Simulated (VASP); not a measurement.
Wanted: the native input for a VASP 6.6.1 run.

```
Task                   : relaxation of cell and atoms
Functional             : PBE
Potentials or basis    : VASP PAW PBE potentials, release 64 (Li_sv, H)
Cutoff                 : 600 eV
k mesh                 : 6 × 6 × 6
Occupations            : gaussian, width 0.1 eV
Spin                   : no spin polarisation
Dipole correction      : no
Further INCAR settings : ALGO = Normal; EDIFF = 1e-06; IBRION = 2; EDIFFG = -0.01; NSW = 100; ISIF = 3
```

The structure of Li3H2 lies in POSCAR:

```
Li3H2
1.0
    4.6279265158     -2.7912460799      0.0000000000
    4.6279265158      2.7912460799      0.0000000000
    0.0000000000      0.0000000000      4.7972425920
Li H
6 4
Direct
    0.2049472850      0.7950527150      0.5204799604
    0.7950527150      0.2049472850      0.0204799604
    0.8468977381      0.5356706021      0.5640337141
    0.1531022619      0.4643293979      0.0640337141
    0.5356706021      0.8468977381      0.0640337141
    0.4643293979      0.1531022619      0.5640337141
    0.1886883378      0.4790199211      0.4394262857
    0.8113116622      0.5209800789      0.9394262857
    0.4790199211      0.1886883378      0.9394262857
    0.5209800789      0.8113116622      0.4394262857
```

The cell was built from a structure type or drawn by symmetry, and may not be a known phase.

One way to write it, as run:

INCAR

```
ALGO     = Normal         # electronic algorithm
EDIFF    = 1E-6           # SCF threshold, eV
EDIFFG   = -0.01          # ionic threshold
ENCUT    = 600            # plane-wave cutoff, eV
GGA      = PE             # functional
IBRION   = 2              # ionic algorithm
ISIF     = 3              # what is computed and relaxed
ISMEAR   = 0              # smearing method
LASPH    = True           # aspherical terms in the spheres
LCHARG   = False          # write CHGCAR
LREAL    = False          # projectors in reciprocal space
LWAVE    = False          # write WAVECAR
NELM     = 60             # most SCF steps
NSW      = 100            # ionic steps
PREC     = Accurate       # precision mode
SIGMA    = 0.1            # smearing width, eV
```

KPOINTS

```
k-points
0
Gamma
  6 6 6
```

Potentials or basis: VASP PAW PBE potentials, release 64 (Li_sv, H).

The run is started by

```sh
$ cat potpaw_PBE.64/Li_sv/POTCAR potpaw_PBE.64/H/POTCAR > POTCAR
$ mpirun -np 1 vasp_std > vasp.out
```

Results of the run:

```yaml
Relaxed_volume: 12.57 Å³/atom
Relaxed_cell: a = 5.448 Å, b = 5.448 Å, c = 4.811 Å, α = 90.00°, β = 90.00°, γ = 61.65°
Space_group_after_relaxing_to_0.1_Å: Cmc2_1 (No. 36)
Energy_gained_by_relaxing: 0.9 meV/atom
Ionic_steps: 9
Pressure_after_relaxing: 0.0 GPa
Largest_force_after_relaxing: 0.009 eV/Å
Band_gap_on_the_k_mesh: zero (bands 11 and 12 overlap by 1.55 eV)
```

Caveat: the cutoff is under 1.25 times the usual one of these potentials, so pressure, stress and relaxed cells hold a basis-set (Pulay) error.

Run time: 12 min on 1 thread of Intel Xeon 8259CL, on a shared host, peak memory 0.35 GiB.
